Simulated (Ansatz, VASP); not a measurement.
# Two plane-wave programs on WSe

Contents of POSCAR:

```
WSe
1.0
    4.0372571324      0.0000000000      0.0000000000
   -2.0186285662      3.4963672383      0.0000000000
    0.0000000000      0.0000000000      6.7531449163
W Se
2 2
Direct
    0.0000000000      0.0000000000      0.0000000000
    0.0000000000      0.0000000000      0.5000000000
    0.3333333333      0.6666666667      0.2500000000
    0.6666666667      0.3333333333      0.7500000000
```

The input INCAR.step1:

```
ALGO = Normal
EDIFF = 1E-4
ENCUT = 520
GGA = PE
ISMEAR = 0
ISPIN = 2
LASPH = T
LCHARG = F
LDAU = T
LDAUJ = 0 0
LDAUL = 2 -1
LDAUTYPE = 2
LDAUU = 6.2 0
LMAXMIX = 4
LREAL = F
LWAVE = T
MAGMOM = 0.5 0.5 0 0
NBANDS = 32
NELM = 150
PREC = Accurate
SIGMA = 0.1
```

File INCAR.step2:

```
ALGO = Normal
EDIFF = 1E-7
ENCUT = 520
ISIF = 2
ISMEAR = 0
ISPIN = 2
ISTART = 1
LASPH = T
LCHARG = F
LDAU = T
LDAUJ = 0 0
LDAUL = 2 -1
LDAUPRINT = 1
LDAUTYPE = 2
LDAUU = 6.2 0
LMAXMIX = 4
LMIXTAU = T
LORBIT = 11
LREAL = F
LWAVE = F
MAGMOM = 0.5 0.5 0 0
METAGGA = R2SCAN
NBANDS = 32
NELM = 150
PREC = Accurate
SIGMA = 0.1
```

The input KPOINTS:

```
k-points
0
Gamma
  12 12 6
```

Input for Ansatz:

```yaml
crystal:
  lattice:
    - [4.0372571324, 0.0, 0.0]
    - [-2.0186285662, 3.4963672383, 0.0]
    - [0.0, 0.0, 6.7531449163]
  atoms:
    - { symbol: W, position: [0.0, 0.0, 0.0], spin: 0.5 }
    - { symbol: W, position: [0.0, 0.0, 0.5], spin: 0.5 }
    - { symbol: Se, position: [0.3333333333, 0.6666666667, 0.25] }
    - { symbol: Se, position: [0.6666666667, 0.3333333333, 0.75] }
basis:
  ecutwfc: 500
kpoints:
  mp_grid: { grid: [12, 12, 6] }
hamiltonian:
  xc: r2scan
  hubbard: { sites: [{ species: W, l: d, u_eff: 6.2 }] }
scf:
  occupations: { method: gaussian, width: 0.1 }
output:
  forces: true
  stress: true
  eigenvalues: true
  populations: true
magnetization:
  spin_polarized: true
```

Alike in both runs: task single point; functional r2SCAN; k mesh 12 × 12 × 6; occupations gaussian, width 0.1 eV; collinear spin; Hubbard terms W d U = 6.2 eV.

|  | VASP | Ansatz |
| --- | --- | --- |
| version | VASP 6.6.1 | Ansatz 0.2.0 |
| potentials or method | VASP PAW PBE potentials, release 64 (W_sv, Se), cutoff 520 eV | scalar-relativistic, plane waves, PAW |
| valence electrons in the cell | 40 | 60 |

```csv
,VASP,Ansatz,Ansatz less VASP
gap on the k mesh at the Fermi level (eV),none,none,-
pressure (GPa),-1.9,0.0,+1.90
"traceless stress, the component that is largest in VASP (GPa)",0.73,0.02,-0.715
net moment per atom (μB),2.00,2.00,+0.001
size of the moment on the site where the two differ most (μB),0.11,0.27,+0.163
```

VASP's potentials were made for PBE, not for r2SCAN. Site moments also hang on the region over which each program counts them. The programs project onto different local orbitals, so the same U acts differently, and such runs can settle in different states. A gap of «none» marks a metal or a gap that the smearing closes. VASP's potentials hold 40 valence electrons a cell and Ansatz's 60, so a difference there can come from the potentials and not from the codes. Ansatz's warnings: filled band counts differ across k points, look outside group, minimisation memory short, stability check not made.

Neither program's run includes spin-orbit coupling.
